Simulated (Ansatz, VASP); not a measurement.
One calculation of Mo, two programs

Contents of POSCAR:

```
Mo
1.0
   -1.5764210372      1.5764210372      1.5764210372
    1.5764210372     -1.5764210372      1.5764210372
    1.5764210372      1.5764210372     -1.5764210372
Mo
1
Direct
    0.0000000000      0.0000000000      0.0000000000
```

File INCAR.step1:

```
SYSTEM = Mo
PREC     = Accurate       ! precision mode
ENCUT    = 520            ! plane-wave cutoff, eV
ISMEAR   = 1              ! smearing method
SIGMA    = 0.2            ! smearing width, eV
LREAL    = .False.        ! projectors in reciprocal space
LASPH    = .True.         ! aspherical terms in the spheres
NELM     = 100            ! most SCF steps
NBANDS   = 13             ! bands
GGA      = PE             ! functional
ALGO     = Normal         ! electronic algorithm
EDIFF    = 1E-4           ! SCF threshold, eV
LWAVE    = .True.         ! write WAVECAR
LCHARG   = .False.        ! write CHGCAR
```

Contents of INCAR.step2:

```
SYSTEM = Mo
PREC     = Accurate       ! precision mode
ENCUT    = 520            ! plane-wave cutoff, eV
EDIFF    = 1E-6           ! SCF threshold, eV
ISMEAR   = 1              ! smearing method
SIGMA    = 0.2            ! smearing width, eV
LREAL    = .False.        ! projectors in reciprocal space
LASPH    = .True.         ! aspherical terms in the spheres
NELM     = 100            ! most SCF steps
ALGO     = Normal         ! electronic algorithm
ISIF     = 2              ! what is computed and relaxed
LWAVE    = .False.        ! write WAVECAR
LCHARG   = .False.        ! write CHGCAR
METAGGA  = R2SCAN         ! meta-GGA
LMIXTAU  = .True.       
NBANDS   = 13             ! bands
ISTART   = 1
```

KPOINTS

```
Automatic mesh
0
Gamma
  14 14 14
  0 0 0
```

Input for Ansatz:

```yaml
crystal:
  lattice:
    - [-1.5764210372, 1.5764210372, 1.5764210372]
    - [1.5764210372, -1.5764210372, 1.5764210372]
    - [1.5764210372, 1.5764210372, -1.5764210372]
  atoms:
    - { symbol: Mo, position: [0.0, 0.0, 0.0] }
hamiltonian:
  xc: r2scan
  pseudopotentials:
    kind: paw
    azcp:
      Mo: "pseudopotentials/Mo.paw.azcp"
basis:
  ecutwfc: 500
  fft_grid_basis: typed
kpoints:
  mp_grid: { grid: [14, 14, 14], shift: [0, 0, 0] }
magnetization:
  spin_polarized: false
scf:
  occupations: { method: cold, width: 0.2 }
  lower_state_search: "off"
output:
  stress: true
```

Alike in both runs: task single point; functional r2SCAN; k mesh 14 × 14 × 14; no spin polarisation.

|  | VASP | Ansatz |
| --- | --- | --- |
| version | VASP 6.6.1 | Ansatz 0.2.0 |
| potentials or method | VASP PAW PBE potentials, release 64 (Mo_sv), cutoff 520 eV | plane waves (500 eV) with PAW, scalar-relativistic |
| occupations | methfessel-paxton of order 1, width 0.2 eV | cold, width 0.2 eV |
| valence electrons in the cell | 14 | 14 |

|  | VASP | Ansatz | Ansatz less VASP |
| --- | --- | --- | --- |
| pressure (GPa) | 1.3 | 0.2 | -1.13 |

VASP's potentials were made for PBE, not for r2SCAN.
